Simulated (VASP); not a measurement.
A run of VASP 6.6.1:

Contents of INCAR:

```
SYSTEM = Ir
ALGO     = Fast           ! electronic algorithm
EDIFF    = 1E-7           ! SCF threshold, eV
EDIFFG   = -0.01          ! ionic threshold
ENCUT    = 600            ! plane-wave cutoff, eV
GGA      = PS             ! functional
IBRION   = 2              ! ionic algorithm
ISIF     = 3              ! what is computed and relaxed
ISMEAR   = -1             ! smearing method
IVDW     = 13             ! dispersion correction
LASPH    = .TRUE.         ! aspherical terms in the spheres
LCHARG   = .FALSE.        ! write CHGCAR
LREAL    = .FALSE.        ! projectors in reciprocal space
LWAVE    = .FALSE.        ! write WAVECAR
NELM     = 100            ! most SCF steps
NSW      = 60             ! ionic steps
PREC     = Accurate       ! precision mode
SIGMA    = 0.05           ! smearing width, eV
```

The input KPOINTS:

```
k-points
0
G
  11 11 6
  0 0 0
```

Contents of POSCAR:

```
Ir
1.0
    2.7513778946      0.0000000000      0.0000000000
   -1.3756889473      2.3827631521      0.0000000000
    0.0000000000      0.0000000000      4.4622900000
Ir
2
Direct
    0.3333333333      0.6666666667      0.2500000000
    0.6666666667      0.3333333333      0.7500000000
```

Potentials or basis: VASP PAW PBE potentials, release 64 (Ir).

Run with:

```console
$ cat potpaw_PBE.64/Ir/POTCAR > POTCAR
$ mpirun -np 1 vasp_std > vasp.out
```

Hardware: 1 thread of Intel(R) Xeon(R) Platinum 8488C (Sapphire Rapids) (shared host).

Task: Estimate the wall time of this run.

Result: Wall time 54 s on 1 thread of Intel(R) Xeon(R) Platinum 8488C (Sapphire Rapids), with other jobs on the host, peak memory 0.18 GiB. Counts: scf iterations 63, k points 64, ion steps 5.
